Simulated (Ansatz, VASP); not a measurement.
## Two plane-wave programs on Ti

```
Ti
1.0
     2.95000    0.00000    0.00000
    -1.47500    2.55477    0.00000
     0.00000    0.00000    4.68000
Ti
2
Direct
  0.66667 0.33333 0.75000
  0.33333 0.66667 0.25000
```

Alike in both runs: task single point; functional HF; k mesh 5 × 5 × 3; occupations fermi-dirac, width 0.05 eV; no spin polarisation.

|  | VASP | Ansatz |
| --- | --- | --- |
| version | VASP 6.6.1 | Ansatz 0.2.0 |
| potentials or method | VASP PAW PBE potentials, release 64 (Ti_sv) | Ansatz PAW |
| plane-wave cutoff (eV) | 520 | 420 |
| valence electrons in the cell | 24 | 24 |

|  | VASP | Ansatz | Ansatz less VASP |
| --- | --- | --- | --- |
| gap on the k mesh at the Fermi level (eV) | none | none | - |
| pressure (GPa) | 3.0 | 4.4 | +1.49 |
| traceless stress, the component that is largest in VASP (GPa) | -2.20 | -0.56 | +1.634 |

VASP's potentials were made for PBE, not for HF. A gap of «none» marks a metal or a gap that the smearing closes. With one functional, cell and mesh, what is left measures potentials, basis and numerics.

The k mesh is coarse, so the values compare programs but aren't converged.
